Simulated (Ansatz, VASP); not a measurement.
KTaO3 in VASP and in Ansatz

File INCAR:

```
PREC     = Accurate       # precision mode
ENCUT    = 520            # plane-wave cutoff, eV
EDIFF    = 1E-6           # SCF threshold, eV
ISMEAR   = 0              # smearing method
SIGMA    = 0.05           # smearing width, eV
LREAL    = False          # projectors in reciprocal space
LASPH    = True           # aspherical terms in the spheres
NELM     = 100            # most SCF steps
ALGO     = Normal         # electronic algorithm
ISIF     = 2              # what is computed and relaxed
LWAVE    = False          # write WAVECAR
LCHARG   = False          # write CHGCAR
GGA      = PE             # functional
NBANDS   = 27             # bands
```

The input KPOINTS:

```
Automatic mesh
0
Gamma
  8 8 8
```

Contents of POSCAR:

```
KTaO3
1.0
    3.7431111446      0.0000000000      0.0000000000
    0.0000000000      3.9310716720      0.0000000000
    0.0000000000      0.0000000000      4.0248506931
K Ta O
1 1 3
Direct
    0.5000000000      0.5000000000      0.5000000000
    0.0000000000      0.0000000000      0.0000000000
    0.5000000000      0.0000000000      0.0000000000
    0.0000000000      0.5000000000      0.0000000000
    0.0000000000      0.0000000000      0.5000000000
```

Input for Ansatz:

```yaml
crystal:
  lattice:
    - [3.7431111446, 0.0, 0.0]
    - [0.0, 3.931071672, 0.0]
    - [0.0, 0.0, 4.0248506931]
  atoms:
    - { symbol: K, position: [0.5, 0.5, 0.5] }
    - { symbol: Ta, position: [0.0, 0.0, 0.0] }
    - { symbol: O, position: [0.5, 0.0, 0.0] }
    - { symbol: O, position: [0.0, 0.5, 0.0] }
    - { symbol: O, position: [0.0, 0.0, 0.5] }
basis:
  ecutwfc: 520.0
kpoints:
  mp_grid: { grid: [8, 8, 8] }
hamiltonian:
  xc: pbe
scf:
  occupations: { method: gaussian, width: 0.05 }
output:
  forces: true
  stress: true
  eigenvalues: true
```

Change from the starting cell: normal strain along x -0.0700, normal strain along y -0.0233.

Alike in both runs: task single point; functional PBE; k mesh 8 × 8 × 8; occupations gaussian, width 0.05 eV; no spin polarisation.

|  | VASP | Ansatz |
| --- | --- | --- |
| version | VASP 6.6.1 | Ansatz 0.2.0 |
| potentials or method | VASP PAW PBE potentials, release 64 (K_sv, Ta_pv, O), cutoff 520 eV | scalar-relativistic, plane waves, PAW |
| valence electrons in the cell | 38 | 40 |

|  | VASP | Ansatz | Ansatz less VASP |
| --- | --- | --- | --- |
| gap on the k mesh at the Fermi level (eV) | 2.20 | 2.25 | +0.050 |
| least direct gap on the mesh (eV) | 2.71 | 2.76 | +0.044 |
| pressure (GPa) | 25.3 | 24.2 | -1.04 |
| traceless stress, the component that is largest in VASP (GPa) | 22.05 | 21.65 | -0.401 |

VASP's potentials hold 38 valence electrons a cell and Ansatz's 40, so a difference there can come from the potentials and not from the codes.

Spin-orbit coupling is off throughout.
